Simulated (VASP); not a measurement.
Runs of VASP 6.6.1 on Cu2Os. The structure is that of space group Fd-3m (No. 227), or close to it. The cells are those of the table. 

```csv
task,cell,k mesh,cutoff (eV),gap on the mesh (eV),pressure (GPa),relaxed volume (Å³/atom)
single point,"a = 4.804 Å, angles 60.0°, 6 atoms",6 × 6 × 6,520,none,-10.3,-
relaxation of cell and atoms,"relaxed from a = 4.804 Å, angles 60.0°, 6 atoms",4 × 4 × 4,600,none,0.0,12.45
single point,"a = 4.721 Å, angles 60.0°, 6 atoms",10 × 10 × 10,520,none,(b),-
single point,"a = 4.725 Å, angles 60.0°, 6 atoms",4 × 4 × 4,520,none,-0.2,-
relaxation of cell and atoms,"relaxed from a = 4.725 Å, angles 60.0°, 6 atoms",10 × 10 × 10,600,none,0.1,(a)
```

Alike in all rows: level PBE; potentials or basis VASP PAW PBE potentials, release 64 (Cu, Os); no spin polarisation; smearing gaussian 0.1 eV.

Problem. Estimate the missing entries.

Solution. (a) 12.41; (b) 0.5.

Caveats: some runs use coarse meshes; spin-orbit coupling is left out, which moves the levels of the heavy elements.

A k mesh can miss the band edges, and the runs leave out spin-orbit coupling on Os.

A gap of «none» marks levels without a gap at the run's occupations.
